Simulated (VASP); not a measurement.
# Si3Ge (P-4m2) in VASP: notebook, part 2 of 2

VASP 6.6.1. Earlier steps stand in the parts before.

## (5) Single point, PBE

This run uses another cell than the first one, of 21.17 Å³/atom, 1.305 times its volume.

Contents of INCAR:

```
PREC = Accurate ; ENCUT = 520
EDIFF = 1E-7 ; ISMEAR = 0
SIGMA = 0.02 ; LREAL = False
LASPH = True ; NELM = 80
ALGO = Normal ; ISIF = 2
LWAVE = False ; LCHARG = False
GGA = PE ; NBANDS = 21
```

Contents of KPOINTS:

```
Automatic mesh
0
Gamma
  10 10 6
```

Contents of POSCAR:

```
Si3Ge
1.0
    3.9123760274      0.0000000000      0.0000000000
    0.0000000000      3.9123760274      0.0000000000
    0.0000000000      0.0000000000      5.5320641142
Si Ge
3 1
Direct
    0.0000000000      0.0000000000      0.0000000000
    0.5000000000      0.0000000000      0.7558713853
    0.0000000000      0.5000000000      0.2441286147
    0.5000000000      0.5000000000      0.5000000000
```

Potentials or basis: VASP PAW PBE potentials, release 64 (Si, Ge_d).

Launch:

```bash
$ cat potpaw_PBE.64/Si/POTCAR potpaw_PBE.64/Ge_d/POTCAR > POTCAR
$ mpirun -np 1 vasp_std > vasp.out
```

OUTCAR:

```text
PREC = Accurate
   ENCUT = 520
   EDIFF = 1E-7
   ISMEAR = 0
   LREAL = False
   LASPH = True
   NELM = 80
   ISIF = 2
   GGA = PE

 ion  position               nearest neighbor table
   1  0.000  0.000  0.000-   2 2.38   3 2.38   3 2.38   2 2.38
   2  0.500  0.000  0.756-   1 2.38   1 2.38   4 2.41   4 2.41
   3  0.000  0.500  0.244-   1 2.38   1 2.38   4 2.41   4 2.41
   4  0.500  0.500  0.500-   2 2.41   3 2.41   2 2.41   3 2.41

  LATTYP: Found a simple tetragonal cell.
 ALAT       =     3.9123760274
 C/A-ratio  =     1.4139909036

  Lattice vectors:

 A1 = (   3.9123760274,   0.0000000000,   0.0000000000)
 A2 = (   0.0000000000,   3.9123760274,   0.0000000000)
 A3 = (   0.0000000000,   0.0000000000,   5.5320641142)

Analysis of symmetry for initial positions (statically):
=====================================================================
 Subroutine PRICEL returns:
 Original cell was already a primitive cell.
[... 171 lines left out ...]
  free energy    TOTEN  =       -20.73545587 eV

  energy without entropy =      -20.73545587  energy(sigma->0) =      -20.73545587

 E-fermi :   5.5228     XC(G=0):  -9.4569

 val. band max:        5.3701764866   @ k =   0.0000   0.0000   0.0000
 cond. band min:       5.7538262283   @ k =   0.5000   0.5000   0.0000
 fundamental gap:      0.3836497417
 Fermi energy:         5.5227685537

 k-point     1 :       0.0000    0.0000    0.0000
  band No.  band energies     occupation
      1     -18.8433      2.00000
      2     -18.8335      2.00000
      3     -18.8335      2.00000
      4     -18.8134      2.00000
      5     -18.8108      2.00000
      6      -6.6571      2.00000
[... 565 lines left out ...]
     20      12.1238      0.00000
     21      12.2206      0.00000

 [... further k-points ...]

------------------------ aborting loop because EDIFF is reached ----------------------------------------

  FORCE on cell =-STRESS in cart. coord.  units (eV):
  Direction    XX          YY          ZZ          XY          YZ          ZX
  --------------------------------------------------------------------------------------
  -------------------------------------------------------------------------------------
  Total       -0.0432310     -0.0432310     -0.0432535      0.0000000      0.0000000     -0.0000000
  in kB       -0.8179706     -0.8179706     -0.8183952      0.0000000      0.0000000     -0.0000000
  external PRESSURE =      -0.8181121 kB  Pullay stress =       0.0000000 kB

 VOLUME and BASIS-vectors are now :
 -----------------------------------------------------------------------------
  energy-cutoff  :      520.00
  volume of cell :       84.68
      direct lattice vectors                 reciprocal lattice vectors
     3.912376027  0.000000000  0.000000000     0.255599153  0.000000000  0.000000000
     0.000000000  3.912376027  0.000000000     0.000000000  0.255599153  0.000000000
     0.000000000  0.000000000  5.532064114     0.000000000  0.000000000  0.180764355

 POSITION                                       TOTAL-FORCE (eV/Angst)
 -----------------------------------------------------------------------------------
      0.00000      0.00000      0.00000        -0.000000     -0.000000      0.000000
      1.95619      0.00000      4.18153         0.000000     -0.000000     -0.000784
      0.00000      1.95619      1.35054         0.000000     -0.000000      0.000784
      1.95619      1.95619      2.76603         0.000000      0.000000      0.000000
 -----------------------------------------------------------------------------------
    total drift:                                0.000000      0.000000      0.000000

  FREE ENERGIE OF THE ION-ELECTRON SYSTEM (eV)
  ---------------------------------------------------
  free  energy   TOTEN  =       -20.7354558707 eV

  energy  without entropy=      -20.7354558707  energy(sigma->0) =      -20.73545587
```

OSZICAR:

```text
N       E                     dE             d eps       ncg     rms          rms(c)
DAV:   1     0.151725398359E+03    0.15173E+03   -0.11830E+04  4265   0.194E+03
DAV:   2     0.668074153235E+00   -0.15106E+03   -0.14390E+03  3764   0.513E+02
DAV:   3    -0.202023268654E+02   -0.20870E+02   -0.20634E+02  4245   0.104E+02
DAV:   4    -0.209998801678E+02   -0.79755E+00   -0.79683E+00  4369   0.216E+01
DAV:   5    -0.210188321760E+02   -0.18952E-01   -0.18951E-01  4488   0.370E+00    0.610E+00
DAV:   6    -0.208233987363E+02    0.19543E+00   -0.10194E-01  4196   0.193E+00    0.369E+00
DAV:   7    -0.207324253042E+02    0.90973E-01   -0.19716E-01  3959   0.234E+00    0.233E-01
DAV:   8    -0.207344941896E+02   -0.20689E-02   -0.14809E-02  4258   0.102E+00    0.143E-01
DAV:   9    -0.207353577208E+02   -0.86353E-03   -0.17025E-03  4102   0.276E-01    0.829E-02
DAV:  10    -0.207354052369E+02   -0.47516E-04   -0.85817E-05  4445   0.636E-02    0.485E-02
DAV:  11    -0.207354559575E+02   -0.50721E-04   -0.95408E-05  3898   0.619E-02    0.178E-02
DAV:  12    -0.207354556672E+02    0.29034E-06   -0.32842E-06  4317   0.184E-02    0.351E-03
DAV:  13    -0.207354559243E+02   -0.25709E-06   -0.68664E-07  4060   0.656E-03    0.310E-03
DAV:  14    -0.207354558707E+02    0.53586E-07   -0.21365E-08  2728   0.112E-03
   1 F= -.20735456E+02 E0= -.20735456E+02  d E =-.197099E-29
```

stdout:

```text
POSCAR found type information on POSCAR SiGe
 POSCAR found :  2 types and       4 ions
 scaLAPACK will be used
 LDA part: xc-table for (Slater+PW92), standard interpolation
 POSCAR, INCAR and KPOINTS ok, starting setup
 FFT: planning ... GRIDC
 FFT: planning ... GRID_SOFT
 FFT: planning ... GRID
 WAVECAR not read
 entering main loop
```

Run time: 51 s. Hardware: 1 thread of Intel Xeon 6975P-C (Granite Rapids), shared host; peak memory 0.27 GiB.

What came out:

| Property | Result |
| --- | --- |
| Free energy | -20.7355 eV |
| Pressure | -0.1 GPa |
| Band gap on the k mesh | 0.38 eV, indirect (least direct gap 0.68 eV) |

Levels at points of the mesh, in eV from the valence-band top:
```
           k point  band 10  band 11  band 12  band 13  band 14  band 15  band 16  band 17
(0.00, 0.00, 0.00)    -2.87    -0.05     0.00     0.00     0.68     0.84     2.24     2.53
(0.50, 0.00, 0.00)    -3.73    -3.65    -1.51    -1.21     2.14     2.53     4.59     4.76
(0.50, 0.50, 0.00)    -2.92    -2.85    -2.85    -2.79     0.38     0.84     0.84     1.01
(0.00, 0.00, 0.50)    -2.04    -2.04    -1.75    -1.75     0.93     1.26     3.07     3.17
(0.50, 0.00, 0.50)    -1.42    -1.26    -1.22    -1.06     0.89     1.33     3.21     3.34
(0.50, 0.50, 0.50)    -3.79    -3.79    -3.79    -3.72     4.17     4.35     4.35     4.52
```

A k mesh can miss the band edges.

## (6) Relaxation of cell and atoms, PBE

This run uses another cell than the first one, of 21.17 Å³/atom, 1.305 times its volume.

Contents of INCAR:

```
SYSTEM = Si3Ge
PREC = Accurate ; ENCUT = 600
EDIFF = 1E-6 ; ISMEAR = 0
SIGMA = 0.02 ; LREAL = .False.
LASPH = .True. ; NELM = 100
ALGO = Normal ; ISIF = 3
LWAVE = .False. ; LCHARG = .False.
GGA = PE ; IBRION = 2
NSW = 100 ; EDIFFG = -0.01
```

Contents of KPOINTS:

```
regular mesh
0
Gamma
  10 10 6
  0 0 0
```

Contents of POSCAR:

```
Si3Ge
1.0
    3.9157764214      0.0000000000      0.0000000000
    0.0000000000      3.9157764214      0.0000000000
    0.0000000000      0.0000000000      5.5214464817
Si Ge
3 1
Direct
    0.0000000000      0.0000000000      0.0000000000
    0.5000000000      0.0000000000      0.7559145926
    0.0000000000      0.5000000000      0.2440854074
    0.5000000000      0.5000000000      0.5000000000
```

Potentials or basis: VASP PAW PBE potentials, release 64 (Si, Ge_d).

Launch:

```bash
$ cat potpaw_PBE.64/Si/POTCAR potpaw_PBE.64/Ge_d/POTCAR > POTCAR
$ mpirun -np 1 vasp_std > vasp.out
```

It took 98 s on 1 thread of Intel Xeon 6975P-C (Granite Rapids), shared host; peak memory 0.31 GiB.

It converged, with:

* Free energy: -20.7357 eV
* Relaxed volume: 21.14 Å³/atom
* Relaxed cell: a = 3.910 Å, b = 3.910 Å, c = 5.531 Å, α = 90.00°, β = 90.00°, γ = 90.00°
* Space group after relaxing (to 0.05 Å): P-4m2 (No. 115)
* Energy gained by relaxing: 0.0 meV/atom
* Ionic steps: 5
* Pressure after relaxing: 0.0 GPa
* Band gap on the k mesh: 0.38 eV, indirect (least direct gap 0.68 eV)

Step by step:
```
step  energy change (eV)  largest force (eV/Å)  pressure (GPa)  volume (Å³)
   1              0.0000                0.0035           -0.09        84.66
   2             -0.0001                0.0016            0.13        84.52
   3             -0.0001                0.0020            0.03        84.54
   4             -0.0001                0.0021            0.12        84.53
   5             -0.0001                0.0005            0.03        84.57
```

Final structure:
```cif
data_structure
_symmetry_space_group_name_H-M 'P 1'
_symmetry_Int_Tables_number 1
_cell_length_a 3.9104
_cell_length_b 3.9104
_cell_length_c 5.5308
_cell_angle_alpha 90.000
_cell_angle_beta 90.000
_cell_angle_gamma 90.000
_cell_volume 84.57
loop_
_atom_site_label
_atom_site_type_symbol
_atom_site_fract_x
_atom_site_fract_y
_atom_site_fract_z
_atom_site_occupancy
Si1 Si 0.00000 0.00000 0.00000 1
Si2 Si 0.50000 0.00000 0.75585 1
Si3 Si 0.00000 0.50000 0.24415 1
Ge1 Ge 0.50000 0.50000 0.50000 1
```

Levels at points of the mesh, in eV from the valence-band top:
```
           k point  band 10  band 11  band 12  band 13  band 14  band 15  band 16  band 17
(0.00, 0.00, 0.00)    -2.87    -0.05     0.00     0.00     0.68     0.84     2.25     2.53
(0.50, 0.00, 0.00)    -3.74    -3.66    -1.51    -1.21     2.15     2.53     4.59     4.76
(0.50, 0.50, 0.00)    -2.92    -2.85    -2.85    -2.79     0.38     0.84     0.84     1.01
(0.00, 0.00, 0.50)    -2.04    -2.04    -1.75    -1.75     0.93     1.26     3.07     3.18
(0.50, 0.00, 0.50)    -1.42    -1.26    -1.22    -1.06     0.89     1.33     3.21     3.34
(0.50, 0.50, 0.50)    -3.80    -3.79    -3.79    -3.72     4.17     4.35     4.35     4.52
```

A k mesh can miss the band edges.

## (7) The runs side by side

| task | cell | k mesh | cutoff (eV) | smearing | gap on the mesh (eV) | pressure (GPa) | relaxed volume (Å³/atom) | largest force (eV/Å) |
| --- | --- | --- | --- | --- | --- | --- | --- | --- |
| single point | a = 3.580, b = 3.580, c = 5.062 Å, 4 atoms | 6 × 6 × 4 | 520 | gaussian 0.1 eV | none | 38.1 | - | 0.79 |
| single point | a = 3.916, b = 3.916, c = 5.521 Å, 4 atoms | 6 × 6 × 4 | 520 | gaussian 0.1 eV | 0.40 | -0.1 | - | - |
| relaxation of cell and atoms | relaxed from a = 3.580, b = 3.580, c = 5.062 Å, 4 atoms | 6 × 6 × 4 | 600 | gaussian 0.1 eV | 0.40 | -0.2 | 21.21 | 0.02 |
| single point | a = 3.912, b = 3.912, c = 5.532 Å, 4 atoms | 10 × 10 × 6 | 520 | gaussian 0.02 eV | 0.38 | -0.1 | - | - |
| relaxation of cell and atoms | relaxed from a = 3.916, b = 3.916, c = 5.521 Å, 4 atoms | 10 × 10 × 6 | 600 | gaussian 0.02 eV | 0.38 | 0.0 | 21.14 | - |

Alike in all rows: level PBE; potentials or basis VASP PAW PBE potentials, release 64 (Si, Ge_d); no spin polarisation.

Caveats: the volume moved by over 15 % at a fixed basis, so the end points are rough (some runs).

Absolute energies hang on the potentials; compare differences alone.
